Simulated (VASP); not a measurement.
Here is a VASP 6.6.1 calculation.

INCAR

```
SYSTEM = GaN
  PREC = Accurate
  ENCUT = 520
  EDIFF = 1E-6
  ISMEAR = 0
  SIGMA = 0.01
  LREAL = .FALSE.
  LASPH = .TRUE.
  NELM = 80
  ALGO = Normal
  ISIF = 2
  LWAVE = .FALSE.
  LCHARG = .FALSE.
  GGA = PE
  NBANDS = 16
```

File KPOINTS:

```
Automatic mesh
0
G
  8 8 8
  0 0 0
```

Contents of POSCAR:

```
GaN
1.0
    0.0000000000      2.2741788647      2.2741788647
    2.2741788647      0.0000000000      2.2741788647
    2.2741788647      2.2741788647      0.0000000000
Ga N
1 1
Direct
    0.0000000000      0.0000000000      0.0000000000
    0.2500000000      0.2500000000      0.2500000000
```

Potentials or basis: VASP PAW PBE potentials, release 64 (Ga_d, N).

Launch:

```bash
$ cat potpaw_PBE.64/Ga_d/POTCAR potpaw_PBE.64/N/POTCAR > POTCAR
$ mpirun -np 1 vasp_std > vasp.out
```

Problem. What does it give for the band gap on the k mesh?

Solution. 1.55 eV, direct.

Problem. Predict the pressure.

Solution. 0.1 GPa.

PBE gaps usually lie below the measured ones, often by a third to a half.
